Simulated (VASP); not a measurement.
The system is BAs.

```xyz
2
Lattice="0.0000 2.3885 2.3885 2.3885 0.0000 2.3885 2.3885 2.3885 0.0000" Properties=species:S:1:pos:R:3 pbc="T T T"
As    3.5827    3.5827    3.5827
B     0.0000    0.0000    0.0000
```

Base run:

- Program: VASP 6.6.1
- Functional: PBE-based global hybrid with 25 % exact exchange
- Potentials or basis: VASP PAW PBE potentials, release 64 (As, B)
- Cutoff: 520 eV
- k mesh: 6 × 6 × 6
- Occupations: fermi-dirac, width 0.05 eV
- Spin: no spin polarisation

Its results: band gap on the k mesh 2.65 eV (least direct gap 4.82 eV); pressure -0.7 GPa.

Task: After a change of settings the same cell gave: band gap on the k mesh 4.11 eV (least direct gap 6.46 eV); pressure -4.6 GPa. Which change was it?
A. functional from PBE-based global hybrid with 25 % exact exchange to PBE-based global hybrid with 15 % exact exchange; share of exact exchange from 0.25 to 0.15
B. functional from PBE-based global hybrid with 25 % exact exchange to PBE-based global hybrid with 35 % exact exchange; share of exact exchange from 0.25 to 0.35
C. functional from PBE-based global hybrid with 25 % exact exchange to B3LYP5; share of exact exchange from 0.25 to 0.2
D. functional from PBE-based global hybrid with 25 % exact exchange to PBE-based global hybrid with 50 % exact exchange; share of exact exchange from 0.25 to 0.5

Result: D.

Caveats: the PAW data sets were made with another functional, which shifts forces and pressure a little; the cell stands under tension (at least some runs).
